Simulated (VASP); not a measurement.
# NaH (Fm-3m) in VASP: notebook

Runs on NaH. Level: PBE. Tasks: single point.

All numbers are computed with VASP 6.6.1; they aren't measurements. Logs are shortened: lines on timing, memory, paths and dates and some standing lists are left out, and cuts for length are marked.

## (1) The cell of the first run

It takes space group Fm-3m (No. 225, cubic). The conventional cell has a = 4.683 Å, b = 4.683 Å, c = 4.683 Å, α = 90.00°, β = 90.00°, γ = 90.00°. Within 3.1 Å of Na (site symmetry m-3m) lie 6 H at 2.34 Å. H (site symmetry m-3m) has 6 Na at 2.34 Å within 3.1 Å.

## (2) Single point, PBE (volume scaled by 0.91)

INCAR reads:

```
SYSTEM = NaH
PREC = Accurate
ENCUT = 520
EDIFF = 1E-7
ISMEAR = 0
SIGMA = 0.02
LREAL = .False.
LASPH = .True.
NELM = 100
ALGO = Normal
ISIF = 2
LWAVE = .False.
LCHARG = .False.
GGA = PE
NBANDS = 11
```

KPOINTS reads:

```
regular mesh
0
Gamma
  8 8 8
  0 0 0
```

POSCAR reads:

```
NaH
1.0
    0.0000000000      2.3412689676      2.3412689676
    2.3412689676      0.0000000000      2.3412689676
    2.3412689676      2.3412689676      0.0000000000
Na H
1 1
Direct
    0.0000000000      0.0000000000      0.0000000000
    0.5000000000      0.5000000000      0.5000000000
```

Potentials or basis: VASP PAW PBE potentials, release 64 (Na_pv, H).

On the command line:

```console
> cat potpaw_PBE.64/Na_pv/POTCAR potpaw_PBE.64/H/POTCAR > POTCAR
> mpirun -np 1 vasp_std > vasp.out
```

OUTCAR:

```text
SYSTEM = NaH
   PREC = Accurate
   ENCUT = 520
   EDIFF = 1E-7
   ISMEAR = 0
   LREAL = .False.
   LASPH = .True.
   NELM = 100
   ISIF = 2
   GGA = PE

 ion  position               nearest neighbor table
   1  0.000  0.000  0.000-
   2  0.500  0.500  0.500-

  LATTYP: Found a face centered cubic cell.
 ALAT       =     4.6825379352

  Lattice vectors:

 A1 = (   0.0000000000,   2.3412689676,   2.3412689676)
 A2 = (   2.3412689676,   0.0000000000,   2.3412689676)
 A3 = (   2.3412689676,   2.3412689676,   0.0000000000)

Analysis of symmetry for initial positions (statically):
=====================================================================
 Subroutine PRICEL returns:
 Original cell was already a primitive cell.

 Routine SETGRP: Setting up the symmetry group for a
 face centered cubic supercell.

 Subroutine GETGRP returns: Found 48 space group operations
 (whereof 48 operations were pure point group operations)
 out of a pool of 48 trial point group operations.

The static configuration has the point symmetry O_h .

Analysis of symmetry for dynamics (positions and initial velocities):
=====================================================================
 Subroutine PRICEL returns:
 Original cell was already a primitive cell.

 Routine SETGRP: Setting up the symmetry group for a
 face centered cubic supercell.

 Subroutine GETGRP returns: Found 48 space group operations
 (whereof 48 operations were pure point group operations)
 out of a pool of 48 trial point group operations.

The dynamic configuration has the point symmetry O_h .

 Subroutine INISYM returns: Found 48 space group operations
 (whereof 48 operations are pure point group operations),
 and found     1 'primitive' translations

----------------------------------------------------------------------------------------

                                     Primitive cell

  volume of cell :      25.6675

  direct lattice vectors                    reciprocal lattice vectors
     0.000000000  2.341268968  2.341268968    -0.213559402  0.213559402  0.213559402
     2.341268968  0.000000000  2.341268968     0.213559402 -0.213559402  0.213559402
     2.341268968  2.341268968  0.000000000     0.213559402  0.213559402 -0.213559402

  length of vectors
     3.311054327  3.311054327  3.311054327     0.369895734  0.369895734  0.369895734

  position of ions in fractional coordinates (direct lattice)
     0.000000000  0.000000000  0.000000000
     0.500000000  0.500000000  0.500000000

  ion indices of the primitive-cell ions
[... 79 lines left out ...]
   IBRION =     -1    ionic relax: 0-MD 1-quasi-New 2-CG
   NFREE  =      0    steps in history (QN), initial steepest desc. (CG)
   ISIF   =      2    stress and relaxation
   ISYM   =      2    0-nonsym 1-usesym 2-fastsym
   POTIM  = 0.5000    time-step for ionic-motion
   TEBEG  =    0.0;   TEEND  =   0.0 temperature during run
   PSTRESS=    0.0 pullay stress
   NELECT =       8.0000    total number of electrons
   NUPDOWN=      -1.0000    fix difference up-down
   EMIN   =  10.00;   EMAX   =-10.00  energy-range for DOS
   EFERMI =   0.00;   METHOD = LEGACY
   ISMEAR =     0;   SIGMA  =   0.02  broadening in eV -4-tet -1-fermi 0-gaus
   EFERMI_NEDOS =   21; number of points for ismear=-14 and -15
   IALGO  =     38    algorithm
   IMIX   =      4    mixing-type and parameters
     AMIX     =   0.40;   BMIX     =  1.00
     AMIX_MAG =   1.60;   BMIX_MAG =  1.00
  volume/ion in A,a.u.               =      12.83        86.61
  Fermi-wavevector in a.u.,A,eV,Ry     =   1.109967  2.097534 16.762751  1.232027
  Thomas-Fermi vector in A             =   2.246513
   LORBIT       =      0    0 simple, 1 ext, 2 COOP (PROOUT), +10 PAW based schemes
   GGA     = PE    functional components
   LHFCALC =     F    Hartree Fock is set to
   AEXX    =    0.0000 exact exchange contribution
   IVDW    =     0    specifies the selected vdW correction
   LEPSILON=     F    determine dielectric tensor
   LRPA    =     F    only Hartree local field effects (RPA)
 non-spin polarized calculation
 Gauss-broadening in eV      SIGMA  =   0.02
  energy-cutoff  :      520.00
  volume of cell :       25.67
 maximum number of plane-waves:       701
 NGX is ok and might be reduce to    28
   NGX = 13   NGY = 13   NGZ = 13

 number of electron       8.0000007 magnetization

 Free energy of the ion-electron system (eV)
  ---------------------------------------------------
  ext. energy  EPLUGINS =         0.00000000
  ---------------------------------------------------
  free energy    TOTEN  =        -5.06776867 eV

  energy without entropy =       -5.06776867  energy(sigma->0) =       -5.06776867

 E-fermi :  -0.6540     XC(G=0):  -8.0932

 val. band max:       -0.7958078959   @ k =  -0.2500   0.5000   0.2500
 cond. band min:       3.1256720513   @ k =   0.5000   0.0000   0.0000
 fundamental gap:      3.9214799472
 Fermi energy:        -0.6539877134

 k-point     1 :       0.0000    0.0000    0.0000
  band No.  band energies     occupation
      1     -22.7389      2.00000
      2     -22.7389      2.00000
      3     -22.7389      2.00000
      4      -4.6858      2.00000
      5      10.4843      0.00000
      6      15.5245      0.00000
      7      15.5245      0.00000
      8      15.5246      0.00000
      9      16.6253      0.00000
     10      16.6253      0.00000
     11      16.6253      0.00000
[... 309 lines left out ...]
 k-point    24 :      -0.3750    0.2500    0.1250
  band No.  band energies     occupation
      1     -22.8479      2.00000
      2     -22.7858      2.00000
      3     -22.7642      2.00000
      4      -1.3048      2.00000
      5       3.9570      0.00000
      6       7.3996      0.00000
      7      10.8602      0.00000
      8      15.0670      0.00000
      9      16.2576      0.00000
     10      19.6820      0.00000
     11      21.9142      0.00000

 [... further k-points ...]
[... 5 lines left out ...]
  --------------------------------------------------------------------------------------
  -------------------------------------------------------------------------------------
  Total        0.4141881      0.4141881      0.4141881      0.0000000      0.0000000      0.0000000
  in kB       25.8537912     25.8537912     25.8537912      0.0000000      0.0000000      0.0000000
  external PRESSURE =      25.8537912 kB  Pullay stress =       0.0000000 kB

 VOLUME and BASIS-vectors are now :
 -----------------------------------------------------------------------------
  energy-cutoff  :      520.00
  volume of cell :       25.67
      direct lattice vectors                 reciprocal lattice vectors
     0.000000000  2.341268968  2.341268968    -0.213559402  0.213559402  0.213559402
     2.341268968  0.000000000  2.341268968     0.213559402 -0.213559402  0.213559402
     2.341268968  2.341268968  0.000000000     0.213559402  0.213559402 -0.213559402

 POSITION                                       TOTAL-FORCE (eV/Angst)
 -----------------------------------------------------------------------------------
      0.00000      0.00000      0.00000        -0.000000      0.000000     -0.000000
      2.34127      2.34127      2.34127         0.000000     -0.000000      0.000000
 -----------------------------------------------------------------------------------
    total drift:                               -0.000000     -0.000000      0.000000

  FREE ENERGIE OF THE ION-ELECTRON SYSTEM (eV)
  ---------------------------------------------------
  free  energy   TOTEN  =        -5.0677686697 eV

  energy  without entropy=       -5.0677686697  energy(sigma->0) =       -5.06776867
```

OSZICAR:

```text
N       E                     dE             d eps       ncg     rms          rms(c)
DAV:   1     0.415426735097E+02    0.41543E+02   -0.45768E+03   644   0.765E+02
DAV:   2    -0.400488810995E+01   -0.45548E+02   -0.44499E+02   670   0.201E+02
DAV:   3    -0.549707234974E+01   -0.14922E+01   -0.14903E+01   787   0.348E+01
DAV:   4    -0.550585117760E+01   -0.87788E-02   -0.87782E-02   725   0.274E+00
DAV:   5    -0.550592025384E+01   -0.69076E-04   -0.69075E-04   746   0.254E-01    0.327E+00
DAV:   6    -0.516263465526E+01    0.34329E+00   -0.30662E-01   752   0.295E+00    0.154E+00
DAV:   7    -0.506370819690E+01    0.98926E-01   -0.31748E-01   713   0.229E+00    0.342E-01
DAV:   8    -0.506777641453E+01   -0.40682E-02   -0.93176E-03   713   0.100E+00    0.678E-02
DAV:   9    -0.506778493073E+01   -0.85162E-05   -0.10240E-03   754   0.358E-01    0.234E-02
DAV:  10    -0.506776653192E+01    0.18399E-04   -0.57050E-05   747   0.499E-02    0.396E-03
DAV:  11    -0.506776890205E+01   -0.23701E-05   -0.49055E-06   706   0.106E-02    0.318E-03
DAV:  12    -0.506776865754E+01    0.24451E-06   -0.23502E-07   743   0.301E-03    0.244E-04
DAV:  13    -0.506776866967E+01   -0.12128E-07   -0.74044E-09   415   0.598E-04
   1 F= -.50677687E+01 E0= -.50677687E+01  d E =-.192293E-25
```

stdout:

```text
POSCAR found type information on POSCAR NaH
 POSCAR found :  2 types and       2 ions
 scaLAPACK will be used
 LDA part: xc-table for (Slater+PW92), standard interpolation
 POSCAR, INCAR and KPOINTS ok, starting setup
 FFT: planning ... GRIDC
 FFT: planning ... GRID_SOFT
 FFT: planning ... GRID
 WAVECAR not read
 entering main loop
```

It took 15 s on 1 thread of Intel Xeon 8259CL, shared host; peak memory 0.15 GiB.

Results:

```yaml
Free_energy: -5.0678 eV
Pressure: 2.6 GPa
Band_gap_on_the_k_mesh: 3.92 eV, indirect (least direct gap 4.82 eV)
```

Caveat: the cell differs from its parent crystal (volume scaled by 0.91). A k mesh can miss the band edges.

## (3) Single point, PBE

This run uses another cell than the first one, of 14.10 Å³/atom, 1.099 times its volume.

INCAR reads:

```
PREC = Accurate
ENCUT = 520
EDIFF = 1E-7
ISMEAR = 0
SIGMA = 0.02
LREAL = F
LASPH = T
NELM = 60
ALGO = Normal
ISIF = 2
LWAVE = F
LCHARG = T
GGA = PE
LELF = T
LVHAR = T
NBANDS = 11
```

KPOINTS reads:

```
Automatic mesh
0
Gamma
  8 8 8
```

POSCAR reads:

```
NaH
1.0
    0.0000000000      2.4160403217      2.4160403217
    2.4160403217      0.0000000000      2.4160403217
    2.4160403217      2.4160403217      0.0000000000
Na H
1 1
Direct
    0.0000000000      0.0000000000      0.0000000000
    0.5000000000      0.5000000000      0.5000000000
```

Potentials or basis: VASP PAW PBE potentials, release 64 (Na_pv, H).

On the command line:

```console
> cat potpaw_PBE.64/Na_pv/POTCAR potpaw_PBE.64/H/POTCAR > POTCAR
> mpirun -np 1 vasp_std > vasp.out
```

Wall time 17 s (1 thread of Intel Xeon 8259CL, shared host); peak memory 0.15 GiB.

It converged, with:

- Free energy: -5.0876 eV
- Pressure: 0.0 GPa
- Band gap on the k mesh: 3.76 eV, indirect (least direct gap 4.62 eV)

Levels at points of the mesh, in eV from the valence-band top:
| k point | band 1 | band 2 | band 3 | band 4 | band 5 | band 6 | band 7 | band 8 |
| --- | --- | --- | --- | --- | --- | --- | --- | --- |
| (0.00, 0.00, 0.00) | -22.10 | -22.10 | -22.10 | -3.62 | 10.42 | 15.60 | 15.60 | 15.60 |
| (0.50, 0.00, 0.00) | -22.20 | -22.11 | -22.11 | -0.86 | 3.76 | 10.78 | 13.39 | 13.39 |
| (0.50, 0.50, 0.00) | -22.19 | -22.13 | -22.13 | -0.18 | 4.64 | 10.03 | 10.67 | 10.67 |

## (4) Single point, PBE

This run uses another cell than the first one, of 14.53 Å³/atom, 1.132 times its volume.

INCAR reads:

```
  PREC = Accurate
  ENCUT = 520
  EDIFF = 1E-6
  ISMEAR = 0
  SIGMA = 0.02
  LREAL = F
  LASPH = T
  NELM = 100
  ALGO = Normal
  ISIF = 2
  LWAVE = F
  LCHARG = F
  GGA = PE
  NBANDS = 11
```

KPOINTS is that of step 3.

POSCAR reads:

```
NaH
1.0
    0.0000000000      2.4400000000      2.4400000000
    2.4400000000      0.0000000000      2.4400000000
    2.4400000000      2.4400000000      0.0000000000
Na H
1 1
Direct
    0.0000000000      0.0000000000      0.0000000000
    0.5000000000      0.5000000000      0.5000000000
```

Potentials or basis: VASP PAW PBE potentials, release 64 (Na_pv, H).

On the command line:

```console
> cat potpaw_PBE.64/Na_pv/POTCAR potpaw_PBE.64/H/POTCAR > POTCAR
> mpirun -np 1 vasp_std > vasp.out
```

OUTCAR:

```text
PREC = Accurate
   ENCUT = 520
   EDIFF = 1E-6
   ISMEAR = 0
   LREAL = F
   LASPH = T
   NELM = 100
   ISIF = 2
   GGA = PE

 ion  position               nearest neighbor table
   1  0.000  0.000  0.000-
   2  0.500  0.500  0.500-

  LATTYP: Found a face centered cubic cell.
 ALAT       =     4.8800000000

  Lattice vectors:

 A1 = (   0.0000000000,   2.4400000000,   2.4400000000)
 A2 = (   2.4400000000,   0.0000000000,   2.4400000000)
 A3 = (   2.4400000000,   2.4400000000,   0.0000000000)

Analysis of symmetry for initial positions (statically):
=====================================================================
 Subroutine PRICEL returns:
 Original cell was already a primitive cell.

 Routine SETGRP: Setting up the symmetry group for a
 face centered cubic supercell.

 Subroutine GETGRP returns: Found 48 space group operations
 (whereof 48 operations were pure point group operations)
 out of a pool of 48 trial point group operations.

The static configuration has the point symmetry O_h .

Analysis of symmetry for dynamics (positions and initial velocities):
=====================================================================
 Subroutine PRICEL returns:
 Original cell was already a primitive cell.

 Routine SETGRP: Setting up the symmetry group for a
 face centered cubic supercell.

 Subroutine GETGRP returns: Found 48 space group operations
 (whereof 48 operations were pure point group operations)
 out of a pool of 48 trial point group operations.

The dynamic configuration has the point symmetry O_h .

 Subroutine INISYM returns: Found 48 space group operations
 (whereof 48 operations are pure point group operations),
 and found     1 'primitive' translations

----------------------------------------------------------------------------------------

                                     Primitive cell

[... 111 lines left out ...]
  volume/ion in A,a.u.               =      14.53        98.03
  Fermi-wavevector in a.u.,A,eV,Ry     =   1.065054  2.012660 15.433636  1.134340
  Thomas-Fermi vector in A             =   2.200593
   LORBIT       =      0    0 simple, 1 ext, 2 COOP (PROOUT), +10 PAW based schemes
   GGA     = PE    functional components
   LHFCALC =     F    Hartree Fock is set to
   AEXX    =    0.0000 exact exchange contribution
   IVDW    =     0    specifies the selected vdW correction
   LEPSILON=     F    determine dielectric tensor
   LRPA    =     F    only Hartree local field effects (RPA)
 non-spin polarized calculation
 Gauss-broadening in eV      SIGMA  =   0.02
  energy-cutoff  :      520.00
  volume of cell :       29.05
 maximum number of plane-waves:       817
 NGX is ok and might be reduce to    28
   NGX = 13   NGY = 13   NGZ = 13

 number of electron       8.0000008 magnetization

 Free energy of the ion-electron system (eV)
  ---------------------------------------------------
  ext. energy  EPLUGINS =         0.00000000
  ---------------------------------------------------
  free energy    TOTEN  =        -5.08604590 eV

  energy without entropy =       -5.08604590  energy(sigma->0) =       -5.08604590

 E-fermi :  -1.0951     XC(G=0):  -7.6723

 val. band max:       -1.2050647295   @ k =  -0.2500   0.5000   0.2500
 cond. band min:       2.5067251536   @ k =   0.5000   0.0000   0.0000
 fundamental gap:      3.7117898831
 Fermi energy:        -1.0950655058

 k-point     1 :       0.0000    0.0000    0.0000
  band No.  band energies     occupation
      1     -23.3597      2.00000
      2     -23.3597      2.00000
      3     -23.3597      2.00000
      4      -4.7405      2.00000
      5       8.9584      0.00000
      6      14.1803      0.00000
      7      14.1803      0.00000
      8      14.1803      0.00000
      9      14.9678      0.00000
     10      14.9678      0.00000
     11      14.9678      0.00000
[... 309 lines left out ...]
 k-point    24 :      -0.3750    0.2500    0.1250
  band No.  band energies     occupation
      1     -23.4314      2.00000
      2     -23.3910      2.00000
      3     -23.3769      2.00000
      4      -1.6791      2.00000
      5       3.2766      0.00000
      6       6.5016      0.00000
      7       9.6202      0.00000
      8      13.4349      0.00000
      9      14.6729      0.00000
     10      17.8311      0.00000
     11      19.8948      0.00000

 [... further k-points ...]
[... 5 lines left out ...]
  --------------------------------------------------------------------------------------
  -------------------------------------------------------------------------------------
  Total       -0.1241805     -0.1241805     -0.1241805     -0.0000000      0.0000000      0.0000000
  in kB       -6.8480140     -6.8480140     -6.8480140     -0.0000000      0.0000000      0.0000000
  external PRESSURE =      -6.8480140 kB  Pullay stress =       0.0000000 kB

 VOLUME and BASIS-vectors are now :
 -----------------------------------------------------------------------------
  energy-cutoff  :      520.00
  volume of cell :       29.05
      direct lattice vectors                 reciprocal lattice vectors
     0.000000000  2.440000000  2.440000000    -0.204918033  0.204918033  0.204918033
     2.440000000  0.000000000  2.440000000     0.204918033 -0.204918033  0.204918033
     2.440000000  2.440000000  0.000000000     0.204918033  0.204918033 -0.204918033

 POSITION                                       TOTAL-FORCE (eV/Angst)
 -----------------------------------------------------------------------------------
      0.00000      0.00000      0.00000         0.000000      0.000000     -0.000000
      2.44000      2.44000      2.44000        -0.000000      0.000000      0.000000
 -----------------------------------------------------------------------------------
    total drift:                               -0.000000     -0.000000     -0.000000

  FREE ENERGIE OF THE ION-ELECTRON SYSTEM (eV)
  ---------------------------------------------------
  free  energy   TOTEN  =        -5.0860458979 eV

  energy  without entropy=       -5.0860458979  energy(sigma->0) =       -5.08604590
```

It took 16 s on 1 thread of Intel Xeon 8259CL, shared host; peak memory 0.15 GiB.

What came out:

- Free energy: -5.0860 eV
- Pressure: -0.7 GPa
- Band gap on the k mesh: 3.71 eV, indirect (least direct gap 4.55 eV)

## (5) Single point, PBE (volume scaled by 0.97)

INCAR reads:

```
SYSTEM = NaH
PREC = Accurate
ENCUT = 520
EDIFF = 1E-6
ISMEAR = 0
SIGMA = 0.02
LREAL = .FALSE.
LASPH = .TRUE.
NELM = 100
ALGO = Normal
ISIF = 2
LWAVE = .FALSE.
LCHARG = .FALSE.
GGA = PE
NBANDS = 11
```

KPOINTS reads:

```
regular mesh
0
G
  8 8 8
  0 0 0
```

POSCAR reads:

```
NaH
1.0
    0.0000000000      2.3916342054      2.3916342054
    2.3916342054      0.0000000000      2.3916342054
    2.3916342054      2.3916342054      0.0000000000
Na H
1 1
Direct
    0.0000000000      0.0000000000      0.0000000000
    0.5000000000      0.5000000000      0.5000000000
```

On the command line:

```console
> cat potpaw_PBE.64/Na_pv/POTCAR potpaw_PBE.64/H/POTCAR > POTCAR
> mpirun -np 1 vasp_std > vasp.out
```

Run time: 16 s. Hardware: 1 thread of Intel Xeon 8259CL, shared host; peak memory 0.15 GiB.

Results (log left out):

```
Free energy            : -5.0855 eV
Pressure               : 0.7 GPa
Band gap on the k mesh : 3.81 eV, indirect (least direct gap 4.68 eV)
```

Levels at points of the mesh, in eV from the valence-band top:
| k point | band 1 | band 2 | band 3 | band 4 | band 5 | band 6 | band 7 | band 8 | band 9 |
| --- | --- | --- | --- | --- | --- | --- | --- | --- | --- |
| (0.00, 0.00, 0.00) | -22.05 | -22.05 | -22.05 | -3.70 | 10.69 | 15.83 | 15.83 | 15.83 | 16.77 |
| (0.50, 0.00, 0.00) | -22.15 | -22.06 | -22.06 | -0.87 | 3.81 | 10.99 | 13.58 | 13.58 | 16.71 |
| (0.50, 0.50, 0.00) | -22.14 | -22.08 | -22.08 | -0.18 | 4.70 | 10.15 | 10.86 | 10.86 | 12.09 |

Caveat: the cell differs from its parent crystal (volume scaled by 0.97). A k mesh can miss the band edges.

## (6) Summary

| cell | gap on the mesh (eV) | pressure (GPa) |
| --- | --- | --- |
| a = 3.311 Å, angles 60.0°, 2 atoms | 3.92 | 2.6 |
| a = 3.417 Å, angles 60.0°, 2 atoms | 3.76 | 0.0 |
| a = 3.451 Å, angles 60.0°, 2 atoms | 3.71 | -0.7 |
| a = 3.382 Å, angles 60.0°, 2 atoms | 3.81 | 0.7 |

Alike in all rows: task single point; level PBE; potentials or basis VASP PAW PBE potentials, release 64 (Na_pv, H); no spin polarisation; k mesh 8 × 8 × 8; cutoff (eV) 520; smearing gaussian 0.02 eV.

Absolute energies hang on the potentials; compare differences alone.
